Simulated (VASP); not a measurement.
# BaHf3H2 (P-3m1) in VASP: single point with PBE

Aim: the single point of BaHf3H2 with PBE.

All numbers are computed with VASP 6.6.1; they aren't measurements. Logs are shortened: lines on timing, memory, paths and dates and some standing lists are left out, and cuts for length are marked.

## Step 1: The cell of the first run

The structure is trigonal, space group P-3m1 (No. 164). Conventional cell: a = 4.505 Å, b = 4.505 Å, c = 7.101 Å, α = 90.00°, β = 90.00°, γ = 120.00°. Within 4.1 Å of Ba (site symmetry -3m) lie 6 H at 3.14 Å and 8 Hf at 3.55 to 3.60 Å. Hf (site symmetry -3m) has 6 Hf at 2.81 Å and 6 H at 3.16 Å and 2 Ba at 3.55 Å within 3.7 Å. Within 3.7 Å of Hf (site symmetry 3m) lie 4 H at 2.70 to 2.85 Å and 6 Hf at 2.81 to 3.36 Å and 3 Ba at 3.60 Å. H (site symmetry 3m) has 7 Hf at 2.70 to 3.16 Å and 3 Ba at 3.14 Å within 3.6 Å.

The cell was generated, and may not be a known phase.

## Step 2: Single point, PBE

The input, INCAR:

```
SYSTEM = BaHf3H2
PREC = Accurate ; ENCUT = 520
EDIFF = 1E-6 ; ISMEAR = 0
SIGMA = 0.1 ; LREAL = .FALSE.
LASPH = .TRUE. ; NELM = 80
ALGO = Normal ; ISIF = 2
LWAVE = .FALSE. ; LCHARG = .FALSE.
GGA = PE ; NBANDS = 30
```

The input, KPOINTS:

```
Automatic mesh
0
G
  6 6 4
  0 0 0
```

The input, POSCAR:

```
BaHf3H2
1.0
    4.5049653200      0.0000000000      0.0000000000
   -2.2524826600      3.9014144100      0.0000000000
    0.0000000000      0.0000000000      7.1013039100
Ba Hf H
1 3 2
Direct
    0.0000000000      0.0000000000      0.0000000000
    0.0000000000      0.0000000000      0.5000000000
    0.6666666700      0.3333333300      0.6493157700
    0.3333333300      0.6666666700      0.3506842300
    0.6666666700      0.3333333300      0.2483411600
    0.3333333300      0.6666666700      0.7516588400
```

Potentials or basis: VASP PAW PBE potentials, release 64 (Ba_sv, Hf_pv, H).

Launch:

```bash
$ cat potpaw_PBE.64/Ba_sv/POTCAR potpaw_PBE.64/Hf_pv/POTCAR potpaw_PBE.64/H/POTCAR > POTCAR
$ mpirun -np 1 vasp_std > vasp.out
```

OUTCAR:

```text
SYSTEM = BaHf3H2
   PREC = Accurate
   ENCUT = 520
   EDIFF = 1E-6
   ISMEAR = 0
   LREAL = .FALSE.
   LASPH = .TRUE.
   NELM = 80
   ISIF = 2
   GGA = PE

 ion  position               nearest neighbor table
   1  0.000  0.000  0.000-   2 3.55   2 3.55   4 3.60   3 3.60   4 3.60   3 3.60   3 3.60   4 3.60

   2  0.000  0.000  0.500-   3 2.81   4 2.81   4 2.81   3 2.81   3 2.81   4 2.81   1 3.55   1 3.55

   3  0.667  0.333  0.649-   2 2.81   2 2.81   2 2.81   4 3.36   4 3.36   4 3.36   1 3.60   1 3.60
                             1 3.60
   4  0.333  0.667  0.351-   2 2.81   2 2.81   2 2.81   3 3.36   3 3.36   3 3.36   1 3.60   1 3.60
                             1 3.60
   5  0.667  0.333  0.248-
   6  0.333  0.667  0.752-

  LATTYP: Found a hexagonal cell.
 ALAT       =     4.5049653200
 C/A-ratio  =     1.5763282080

  Lattice vectors:

 A1 = (   4.5049653200,   0.0000000000,   0.0000000000)
 A2 = (  -2.2524826600,   3.9014144100,   0.0000000000)
 A3 = (   0.0000000000,   0.0000000000,   7.1013039100)

Analysis of symmetry for initial positions (statically):
=====================================================================
 Subroutine PRICEL returns:
 Original cell was already a primitive cell.

 Routine SETGRP: Setting up the symmetry group for a
 hexagonal supercell.

 Subroutine GETGRP returns: Found 12 space group operations
 (whereof 12 operations were pure point group operations)
 out of a pool of 24 trial point group operations.

The static configuration has the point symmetry D_3d.

Analysis of symmetry for dynamics (positions and initial velocities):
=====================================================================
 Subroutine PRICEL returns:
 Original cell was already a primitive cell.

 Routine SETGRP: Setting up the symmetry group for a
 hexagonal supercell.

 Subroutine GETGRP returns: Found 12 space group operations
 (whereof 12 operations were pure point group operations)
 out of a pool of 24 trial point group operations.

The dynamic configuration has the point symmetry D_3d.

 Subroutine INISYM returns: Found 12 space group operations
 (whereof 12 operations are pure point group operations),
 and found     1 'primitive' translations

----------------------------------------------------------------------------------------

                                     Primitive cell

  volume of cell :     124.8106

  direct lattice vectors                    reciprocal lattice vectors
     4.504965320  0.000000000  0.000000000     0.221977291  0.128158649  0.000000000
    -2.252482660  3.901414410  0.000000000     0.000000000  0.256317298  0.000000000
     0.000000000  0.000000000  7.101303910     0.000000000  0.000000000  0.140819209

  length of vectors
     4.504965320  4.504965320  7.101303910     0.256317298  0.256317298  0.140819209

  position of ions in fractional coordinates (direct lattice)
     0.000000000  0.000000000  0.000000000
     0.000000000  0.000000000  0.500000000
     0.666666670  0.333333330  0.649315770
     0.333333330  0.666666670  0.350684230
     0.666666670  0.333333330  0.248341160
     0.333333330  0.666666670  0.751658840

  ion indices of the primitive-cell ions
   primitive index   ion index
                 1           1
                 2           2
                 3           3
                 4           4
                 5           5
                 6           6

----------------------------------------------------------------------------------------

 KPOINTS: Automatic mesh

Automatic generation of k-mesh.
 Grid dimensions read from file:
 generate k-points for:    6    6    4

 Generating k-lattice:

  Cartesian coordinates                     Fractional coordinates (reciprocal lattice)
     0.036996215  0.021359775  0.000000000     0.166666667  0.000000000  0.000000000
     0.000000000  0.042719550  0.000000000     0.000000000  0.166666667  0.000000000
     0.000000000  0.000000000  0.035204802     0.000000000  0.000000000  0.250000000

  Length of vectors
     0.042719550  0.042719550  0.035204802

  Shift w.r.t. Gamma in fractional coordinates (k-lattice)
     0.000000000  0.000000000  0.000000000

 Subroutine IBZKPT returns following result:
 ===========================================

 Found     24 irreducible k-points:

 Following reciprocal coordinates:
            Coordinates               Weight
  0.000000  0.000000  0.000000      1.000000
  0.166667  0.000000  0.000000      6.000000
  0.333333 -0.000000  0.000000      6.000000
  0.500000  0.000000  0.000000      3.000000
  0.166667  0.166667  0.000000      6.000000
  0.333333  0.166667  0.000000     12.000000
[... 16 lines left out ...]
  0.333333  0.166667  0.500000     12.000000
  0.333333  0.333333  0.500000      2.000000
   k-points           NKPTS =     24   k-points in BZ     NKDIM =     24   number of bands    NBANDS=     30
   number of dos      NEDOS =    301   number of ions     NIONS =      6
   total plane-waves  NPLWV =  69984
   dimension x,y,z NGX =    36 NGY =   36 NGZ =   54
   dimension x,y,z NGXF=    72 NGYF=   72 NGZF=  108
   ions per type =               1   3   2
   NGX,Y,Z   is equivalent  to a cutoff of  13.29, 13.29, 12.64 a.u.
   NGXF,Y,Z  is equivalent  to a cutoff of  26.57, 26.57, 25.28 a.u.
 SYSTEM =  BaHf3H2
   PREC   = accura    normal or accurate (medium, high low for compatibility)
   ISTART =      0    job   : 0-new  1-cont  2-samecut
   ICHARG =      2    charge: 1-file 2-atom 10-const
   ISPIN  =      1    spin polarized calculation?
   LNONCOLLINEAR =      F non collinear calculations
   LSORBIT =      F    spin-orbit coupling
   LASPH  =      T    aspherical Exc in radial PAW
   ENCUT  =  520.0 eV  38.22 Ry    6.18 a.u.   8.38  8.38 13.20*2*pi/ulx,y,z
   NELM   =     80;   NELMIN=  2; NELMDL= -5     # of ELM steps
   EDIFF  = 0.1E-05   stopping-criterion for ELM
   LREAL  =      F    real-space projection
   EDIFFG = 0.1E-04   stopping-criterion for IOM
   NSW    =      0    number of steps for IOM
   IBRION =     -1    ionic relax: 0-MD 1-quasi-New 2-CG
   NFREE  =      0    steps in history (QN), initial steepest desc. (CG)
   ISIF   =      2    stress and relaxation
   ISYM   =      2    0-nonsym 1-usesym 2-fastsym
   POTIM  = 0.5000    time-step for ionic-motion
   TEBEG  =    0.0;   TEEND  =   0.0 temperature during run
   PSTRESS=    0.0 pullay stress
   NELECT =      42.0000    total number of electrons
   NUPDOWN=      -1.0000    fix difference up-down
   EMIN   =  10.00;   EMAX   =-10.00  energy-range for DOS
   EFERMI =   0.00;   METHOD = LEGACY
   ISMEAR =     0;   SIGMA  =   0.10  broadening in eV -4-tet -1-fermi 0-gaus
   EFERMI_NEDOS =   21; number of points for ismear=-14 and -15
   IALGO  =     38    algorithm
   IMIX   =      4    mixing-type and parameters
     AMIX     =   0.40;   BMIX     =  1.00
     AMIX_MAG =   1.60;   BMIX_MAG =  1.00
  volume/ion in A,a.u.               =      20.80       140.38
  Fermi-wavevector in a.u.,A,eV,Ry     =   1.138695  2.151821 17.641669  1.296626
  Thomas-Fermi vector in A             =   2.275399
   LORBIT       =      0    0 simple, 1 ext, 2 COOP (PROOUT), +10 PAW based schemes
   GGA     = PE    functional components
   LHFCALC =     F    Hartree Fock is set to
   AEXX    =    0.0000 exact exchange contribution
   IVDW    =     0    specifies the selected vdW correction
   LEPSILON=     F    determine dielectric tensor
   LRPA    =     F    only Hartree local field effects (RPA)
 non-spin polarized calculation
 Gauss-broadening in eV      SIGMA  =   0.10
  energy-cutoff  :      520.00
  volume of cell :      124.81
 maximum number of plane-waves:      3417
 NGX is ok and might be reduce to    36
   NGX = 17   NGY = 17   NGZ = 27

 number of electron      41.9999994 magnetization

 Free energy of the ion-electron system (eV)
  ---------------------------------------------------
  ext. energy  EPLUGINS =         0.00000000
  ---------------------------------------------------
  free energy    TOTEN  =       -33.28779398 eV

  energy without entropy =      -33.24537190  energy(sigma->0) =      -33.26658294

 E-fermi :   3.4954     XC(G=0):  -9.9541

 val. band max:        3.4758615775   @ k =   0.1667   0.0000   0.2500
 cond. band min:       3.5261157175   @ k =   0.0000   0.0000   0.2500
 fundamental gap:      0.0502541400
 Fermi energy:         3.4954248139

 k-point     1 :       0.0000    0.0000    0.0000
  band No.  band energies     occupation
      1     -27.4686      2.00000
      2     -27.4363      2.00000
      3     -27.4363      2.00000
      4     -27.3458      2.00000
      5     -27.3458      2.00000
      6     -27.3428      2.00000
[... 22 lines left out ...]
     29       6.1702      0.00000
     30       6.2666      0.00000

 k-point     2 :       0.1667    0.0000    0.0000
  band No.  band energies     occupation
      1     -27.5100      2.00000
      2     -27.4927      2.00000
      3     -27.4411      2.00000
      4     -27.3455      2.00000
      5     -27.3132      2.00000
      6     -27.3042      2.00000
[... 22 lines left out ...]
     29       6.3608      0.00000
     30       7.3101      0.00000

 k-point     3 :       0.3333   -0.0000    0.0000
  band No.  band energies     occupation
      1     -27.5708      2.00000
      2     -27.5622      2.00000
      3     -27.4362      2.00000
      4     -27.3333      2.00000
      5     -27.3011      2.00000
      6     -27.2637      2.00000
[... 22 lines left out ...]
     29       6.2863      0.00000
     30       7.0835      0.00000

 k-point     4 :       0.5000    0.0000    0.0000
  band No.  band energies     occupation
      1     -27.5937      2.00000
      2     -27.5899      2.00000
      3     -27.4291      2.00000
      4     -27.3427      2.00000
      5     -27.2911      2.00000
      6     -27.2501      2.00000
[... 22 lines left out ...]
     29       6.6607      0.00000
     30       6.9862      0.00000

 k-point     5 :       0.1667    0.1667    0.0000
  band No.  band energies     occupation
      1     -27.5621      2.00000
      2     -27.5454      2.00000
      3     -27.4188      2.00000
      4     -27.3404      2.00000
      5     -27.3201      2.00000
      6     -27.2681      2.00000
[... 22 lines left out ...]
     29       6.1810      0.00000
     30       6.9169      0.00000
[... 526 lines left out ...]
     29       6.1108      0.00000
     30       7.1953      0.00000

 k-point    22 :       0.1667    0.1667    0.5000
  band No.  band energies     occupation
      1     -27.5627      2.00000
      2     -27.5444      2.00000
      3     -27.4186      2.00000
      4     -27.3414      2.00000
      5     -27.3206      2.00000
      6     -27.2676      2.00000
[... 22 lines left out ...]
     29       6.5778      0.00000
     30       7.0093      0.00000

 k-point    23 :       0.3333    0.1667    0.5000
  band No.  band energies     occupation
      1     -27.5978      2.00000
      2     -27.5828      2.00000
      3     -27.4030      2.00000
      4     -27.3461      2.00000
      5     -27.3090      2.00000
      6     -27.2669      2.00000
[... 22 lines left out ...]
     29       6.7483      0.00000
     30       6.8791      0.00000

 k-point    24 :       0.3333    0.3333    0.5000
  band No.  band energies     occupation
      1     -27.5979      2.00000
      2     -27.5979      2.00000
      3     -27.3664      2.00000
      4     -27.3627      2.00000
      5     -27.3023      2.00000
      6     -27.3023      2.00000
[... 22 lines left out ...]
     29       6.8832      0.00000
     30       6.8832      0.00000

------------------------ aborting loop because EDIFF is reached ----------------------------------------

  FORCE on cell =-STRESS in cart. coord.  units (eV):
  Direction    XX          YY          ZZ          XY          YZ          ZX
  --------------------------------------------------------------------------------------
  -------------------------------------------------------------------------------------
  Total        1.4055856      1.4055856      1.7697746      0.0000000      0.0000000     -0.0000000
  in kB       18.0433110     18.0433110     22.7183565      0.0000000      0.0000000     -0.0000000
  external PRESSURE =      19.6016595 kB  Pullay stress =       0.0000000 kB

 VOLUME and BASIS-vectors are now :
 -----------------------------------------------------------------------------
  energy-cutoff  :      520.00
  volume of cell :      124.81
      direct lattice vectors                 reciprocal lattice vectors
     4.504965320  0.000000000  0.000000000     0.221977291  0.128158649  0.000000000
    -2.252482660  3.901414410  0.000000000     0.000000000  0.256317298  0.000000000
     0.000000000  0.000000000  7.101303910     0.000000000  0.000000000  0.140819209

 POSITION                                       TOTAL-FORCE (eV/Angst)
 -----------------------------------------------------------------------------------
      0.00000      0.00000      0.00000        -0.000000      0.000000      0.000000
      0.00000      0.00000      3.55065        -0.000000      0.000000      0.000000
      2.25248      1.30047      4.61099        -0.000000     -0.000000      0.087857
     -0.00000      2.60094      2.49032         0.000000      0.000000     -0.087857
      2.25248      1.30047      1.76355        -0.000000      0.000000      0.253481
     -0.00000      2.60094      5.33776        -0.000000     -0.000000     -0.253481
 -----------------------------------------------------------------------------------
    total drift:                               -0.000000      0.000000      0.000000

  FREE ENERGIE OF THE ION-ELECTRON SYSTEM (eV)
  ---------------------------------------------------
  free  energy   TOTEN  =       -33.2877939799 eV

  energy  without entropy=      -33.2453718996  energy(sigma->0) =      -33.26658294
```

Run time: 1.9 min. Hardware: 1 thread of AMD EPYC 7R43 (Zen 3), shared host; peak memory 0.26 GiB.

Results:

| Item | Value |
| --- | --- |
| Free energy | -33.2878 eV |
| Pressure | 2.0 GPa |
| Largest force | 0.253 eV/Å |
| Band gap on the k mesh | zero (bands 21 and 22 overlap by 0.57 eV) |

Forces in eV/Å, atoms in the order of the input:
```
Ba   0.000  0.000  0.000
Hf   0.000  0.000  0.000
Hf   0.000  0.000  0.088
Hf   0.000  0.000 -0.088
H    0.000  0.000  0.253
H    0.000  0.000 -0.253
```

Caveat: spin-orbit coupling is left out, which moves the levels of the heavy elements.

The gap in the log of VASP goes by the Fermi energy; the results here count the filled bands.